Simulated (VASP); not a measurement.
SnS2, 3 atoms in the cell. It takes space group P-3m1 (No. 164, trigonal). The conventional cell has a = 3.639 Å, b = 3.639 Å, c = 5.868 Å, α = 90.00°, β = 90.00°, γ = 120.00°. Sn (site symmetry -3m) has 6 S at 2.56 Å within 3.4 Å. S (site symmetry 3m) has 3 Sn at 2.56 Å within 3.4 Å. 

| Item | Value |
| --- | --- |
| Program | VASP 6.6.1 |
| Task | relaxation of cell and atoms |
| Functional | r2SCAN |
| Potentials or basis | VASP PAW PBE potentials, release 64 (Sn_d, S) |
| Cutoff | 550 eV |
| k mesh | 12 × 12 × 6 |
| Occupations | fermi-dirac, width 0.05 eV |
| Spin | no spin polarisation |
| Dipole correction | no |
| Further INCAR settings | ALGO = Normal; EDIFF = 1e-07; IBRION = 2; EDIFFG = -0.002; NSW = 100; ISIF = 3 |

Potentials or basis: VASP PAW PBE potentials, release 64 (Sn_d, S).

The run is started by

```console
$ cat potpaw_PBE.64/Sn_d/POTCAR potpaw_PBE.64/S/POTCAR > POTCAR
$ cp INCAR.step1 INCAR
$ mpirun -np 1 vasp_std > vasp.out
$ cp INCAR.step2 INCAR
$ mpirun -np 1 vasp_std > vasp.out
```

Hardware: 1 thread of Intel(R) Xeon(R) 6975P-C (Granite Rapids), on a shared host.

Problem. How long does it take, and how much memory?

Solution. Run time: 46 min on 1 thread of Intel(R) Xeon(R) 6975P-C (Granite Rapids), with other jobs on the host, peak memory 0.3 GiB. Counts: k points 100, ion steps 13.
